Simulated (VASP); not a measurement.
# Se (Fd-3m) in VASP: single point with PBEsol

Aim: the single point of Se with PBEsol.

Everything below comes from runs of VASP 6.6.1. Logs are shortened: lines on timing, memory, paths and dates and some standing lists are left out, and cuts for length are marked.

## (1) The cell of the first run

The structure is cubic, space group Fd-3m (No. 227). Conventional cell: a = 5.189 Å, b = 5.189 Å, c = 5.189 Å, α = 90.00°, β = 90.00°, γ = 90.00°. Se (site symmetry -43m) has 4 Se at 2.25 Å within 3.0 Å.

## (2) Single point, PBEsol

The input, INCAR:

```
ALGO = Normal ; EDIFF = 1E-7
ENCUT = 520 ; GGA = PS
ISIF = 2 ; ISMEAR = -1
LASPH = True ; LCHARG = False
LREAL = False ; LWAVE = False
NBANDS = 13 ; NELM = 80
PREC = Accurate ; SIGMA = 0.08
```

The input, KPOINTS:

```
k-points
0
Gamma
  16 16 16
```

The input, POSCAR:

```
Se
1.0
    0.0000000000      2.5944036122      2.5944036122
    2.5944036122      0.0000000000      2.5944036122
    2.5944036122      2.5944036122      0.0000000000
Se
2
Direct
   -0.1250000000     -0.1250000000     -0.1250000000
    0.1250000000      0.1250000000      0.1250000000
```

Potentials or basis: VASP PAW PBE potentials, release 64 (Se).

The run is started by

```
$ cat potpaw_PBE.64/Se/POTCAR > POTCAR
$ mpirun -np 1 vasp_std > vasp.out
```

OUTCAR:

```text
EDIFF = 1E-7
   ENCUT = 520
   GGA = PS
   ISIF = 2
   ISMEAR = -1
   LASPH = True
   LREAL = False
   NELM = 80
   PREC = Accurate

 ion  position               nearest neighbor table
   1  0.875  0.875  0.875-   2 2.25   2 2.25   2 2.25   2 2.25
   2  0.125  0.125  0.125-   1 2.25   1 2.25   1 2.25   1 2.25

  LATTYP: Found a face centered cubic cell.
 ALAT       =     5.1888072244

  Lattice vectors:

 A1 = (   0.0000000000,   2.5944036122,   2.5944036122)
 A2 = (   2.5944036122,   0.0000000000,   2.5944036122)
 A3 = (   2.5944036122,   2.5944036122,   0.0000000000)

Analysis of symmetry for initial positions (statically):
=====================================================================
 Subroutine PRICEL returns:
 Original cell was already a primitive cell.

 Routine SETGRP: Setting up the symmetry group for a
 face centered cubic supercell.

 Subroutine GETGRP returns: Found 48 space group operations
 (whereof 12 operations were pure point group operations)
 out of a pool of 48 trial point group operations.

The static configuration has the point symmetry D_3d.
 The point group associated with its full space group is O_h .

Analysis of symmetry for dynamics (positions and initial velocities):
=====================================================================
 Subroutine PRICEL returns:
 Original cell was already a primitive cell.

 Routine SETGRP: Setting up the symmetry group for a
 face centered cubic supercell.

 Subroutine GETGRP returns: Found 48 space group operations
 (whereof 12 operations were pure point group operations)
 out of a pool of 48 trial point group operations.

The dynamic configuration has the point symmetry D_3d.
 The point group associated with its full space group is O_h .

 Subroutine INISYM returns: Found 48 space group operations
 (whereof 12 operations are pure point group operations),
 and found     1 'primitive' translations

----------------------------------------------------------------------------------------

                                     Primitive cell

  volume of cell :      34.9255

  direct lattice vectors                    reciprocal lattice vectors
     0.000000000  2.594403612  2.594403612    -0.192722519  0.192722519  0.192722519
     2.594403612  0.000000000  2.594403612     0.192722519 -0.192722519  0.192722519
     2.594403612  2.594403612  0.000000000     0.192722519  0.192722519 -0.192722519

  length of vectors
     3.669040775  3.669040775  3.669040775     0.333805195  0.333805195  0.333805195

[... 89 lines left out ...]
   TEBEG  =    0.0;   TEEND  =   0.0 temperature during run
   PSTRESS=    0.0 pullay stress
   NELECT =      12.0000    total number of electrons
   NUPDOWN=      -1.0000    fix difference up-down
   EMIN   =  10.00;   EMAX   =-10.00  energy-range for DOS
   EFERMI =   0.00;   METHOD = LEGACY
   ISMEAR =    -1;   SIGMA  =   0.08  broadening in eV -4-tet -1-fermi 0-gaus
   EFERMI_NEDOS =   21; number of points for ismear=-14 and -15
   IALGO  =     38    algorithm
   IMIX   =      4    mixing-type and parameters
     AMIX     =   0.40;   BMIX     =  1.00
     AMIX_MAG =   1.60;   BMIX_MAG =  1.00
  volume/ion in A,a.u.               =      17.46       117.84
  Fermi-wavevector in a.u.,A,eV,Ry     =   1.146624  2.166805 17.888215  1.314747
  Thomas-Fermi vector in A             =   2.283308
   LORBIT       =      0    0 simple, 1 ext, 2 COOP (PROOUT), +10 PAW based schemes
   GGA     = PS    functional components
   LHFCALC =     F    Hartree Fock is set to
   AEXX    =    0.0000 exact exchange contribution
   IVDW    =     0    specifies the selected vdW correction
   LEPSILON=     F    determine dielectric tensor
   LRPA    =     F    only Hartree local field effects (RPA)
 non-spin polarized calculation
  energy-cutoff  :      520.00
  volume of cell :       34.93
 maximum number of plane-waves:       960
   NGX = 13   NGY = 13   NGZ = 13

 number of electron      11.9999997 magnetization

 Free energy of the ion-electron system (eV)
  ---------------------------------------------------
  ext. energy  EPLUGINS =         0.00000000
  ---------------------------------------------------
  free energy    TOTEN  =        -3.09583929 eV

  energy without entropy =       -3.06627050  energy(sigma->0) =       -3.08105489

 E-fermi :   8.2937     XC(G=0): -11.0384

 val. band max:        8.2781822254   @ k =  -0.3125   0.1250   0.0000
 cond. band min:       8.2950374034   @ k =  -0.3125   0.4375   0.1250
 fundamental gap:      0.0168551781
 Fermi energy:         8.2937140266

 k-point     1 :       0.0000    0.0000    0.0000
  band No.  band energies     occupation
      1     -12.2160      2.00000
      2       1.1926      2.00000
      3       2.6593      2.00000
      4       2.6593      2.00000
      5       2.6593      2.00000
      6       6.5101      2.00000
      7       6.5101      2.00000
      8       6.5101      2.00000
      9      12.5918      0.00000
     10      15.3552      0.00000
     11      15.3552      0.00000
     12      18.0880      0.00000
     13      18.0880      0.00000
[... 354 lines left out ...]
  band No.  band energies     occupation
      1     -12.0782      2.00000
      2      -0.2060      2.00000
      3       2.2053      2.00000
      4       2.5663      2.00000
      5       3.6247      2.00000
      6       6.6683      2.00000
      7       6.6916      2.00000
      8       7.1617      2.00000
      9      13.2026      0.00000
     10      14.5506      0.00000
     11      15.0796      0.00000
     12      18.0037      0.00000
     13      18.3941      0.00000

 [... further k-points ...]

------------------------ aborting loop because EDIFF is reached ----------------------------------------

  FORCE on cell =-STRESS in cart. coord.  units (eV):
  Direction    XX          YY          ZZ          XY          YZ          ZX
  --------------------------------------------------------------------------------------
  -------------------------------------------------------------------------------------
  Total       15.3617872     15.3617872     15.3617872      0.0000000      0.0000000     -0.0000000
  in kB      704.7088265    704.7088265    704.7088265      0.0000000      0.0000000     -0.0000000
  external PRESSURE =     704.7088265 kB  Pullay stress =       0.0000000 kB

 VOLUME and BASIS-vectors are now :
 -----------------------------------------------------------------------------
  energy-cutoff  :      520.00
  volume of cell :       34.93
      direct lattice vectors                 reciprocal lattice vectors
     0.000000000  2.594403612  2.594403612    -0.192722519  0.192722519  0.192722519
     2.594403612  0.000000000  2.594403612     0.192722519 -0.192722519  0.192722519
     2.594403612  2.594403612  0.000000000     0.192722519  0.192722519 -0.192722519

 POSITION                                       TOTAL-FORCE (eV/Angst)
 -----------------------------------------------------------------------------------
      4.54021      4.54021      4.54021        -0.000000     -0.000000     -0.000000
      0.64860      0.64860      0.64860         0.000000      0.000000      0.000000
 -----------------------------------------------------------------------------------
    total drift:                                0.000000     -0.000000     -0.000000

  FREE ENERGIE OF THE ION-ELECTRON SYSTEM (eV)
  ---------------------------------------------------
  free  energy   TOTEN  =        -3.0958392862 eV

  energy  without entropy=       -3.0662704951  energy(sigma->0) =       -3.08105489
```

stdout:

```text
POSCAR found type information on POSCAR Se
 POSCAR found :  1 types and       2 ions
 scaLAPACK will be used
 -----------------------------------------------------------------------------
|                                                                             |
|                                                                             |
|     You enforced a specific xc type in the INCAR file but a different       |
|     I HOPE YOU KNOW WHAT YOU ARE DOING!                                     |
|                                                                             |
 -----------------------------------------------------------------------------

 LDA part: xc-table for (Slater+PW92), standard interpolation
 POSCAR, INCAR and KPOINTS ok, starting setup
 FFT: planning ... GRIDC
 FFT: planning ... GRID_SOFT
 FFT: planning ... GRID
 WAVECAR not read
 entering main loop
```

Wall time 45 s (1 thread of Intel Xeon Platinum 8259CL at 2.50GHz (Skylake/Cascade Lake), shared host); peak memory 0.19 GiB.

What came out:

* Free energy: -3.0958 eV
* Pressure: 70.5 GPa
* Band gap on the k mesh: zero (band 6 reaches 10.00 eV, above the bottom of band 7 at 6.51 eV)

Levels at points of the mesh, in eV from the Fermi level:
```
           k point  band 2  band 3  band 4  band 5  band 6  band 7  band 8  band 9  band 10  band 11
(0.00, 0.00, 0.00)   -7.10   -5.63   -5.63   -5.63   -1.78   -1.78   -1.78    4.30     7.06     7.06
(0.50, 0.00, 0.00)  -14.35   -6.99   -6.99   -5.18   -0.13   -0.13    4.83    7.53     7.87     8.97
(0.50, 0.50, 0.00)  -16.32   -8.57   -8.57   -3.32   -3.32    5.27    5.27    8.34     8.34    10.52
```

Caveat: the PAW data sets were made with another functional, which shifts forces and pressure a little.
